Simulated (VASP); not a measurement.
Runs of VASP 6.6.1 on Si. The structure is that of space group Fd-3m (No. 227), or close to it. The cells are those of the table. 

```csv
cell,gap on the mesh (eV),pressure (GPa),largest force (eV/Å)
"a = 3.840, b = 3.888 Å, angles 59.6, 59.2, 59.6°, 2 atoms",0.73,0.6,0.24
"a = 3.840, b = 3.898 Å, angles 59.5, 59.0, 59.5°, 2 atoms",0.70,0.6,0.29
"a = 3.840, b = 3.850 Å, angles 59.9, 59.8, 59.9°, 2 atoms",0.77,0.5,(a)
"a = 3.840, b = 3.869 Å, angles 59.8, 59.5, 59.8°, 2 atoms",0.75,0.5,0.15
"a = 3.841, b = 3.907 Å, angles 59.4, 58.8, 59.4°, 2 atoms",0.67,0.6,0.34
"a = 3.841, b = 3.763 Å, angles 60.7, 61.3, 60.7°, 2 atoms",0.63,(c),0.39
"a = 3.840, b = 3.802 Å, angles 60.3, 60.7, 60.3°, 2 atoms",0.74,0.5,(b)
"a = 3.840, b = 3.859 Å, angles 59.8, 59.7, 59.8°, 2 atoms",(d),0.5,0.10
```

Alike in all rows: task single point; level r2SCAN; potentials or basis VASP PAW PBE potentials, release 64 (Si); no spin polarisation; k mesh 10 × 10 × 10; cutoff (eV) 520; smearing gaussian 0.05 eV.

Q: Fill in the values left out.

A: (a) 0.05; (b) 0.19; (c) 0.7; (d) 0.76.

Caveats: the PAW data sets were made with another functional, which shifts forces and pressure a little.

A k mesh can miss the band edges.
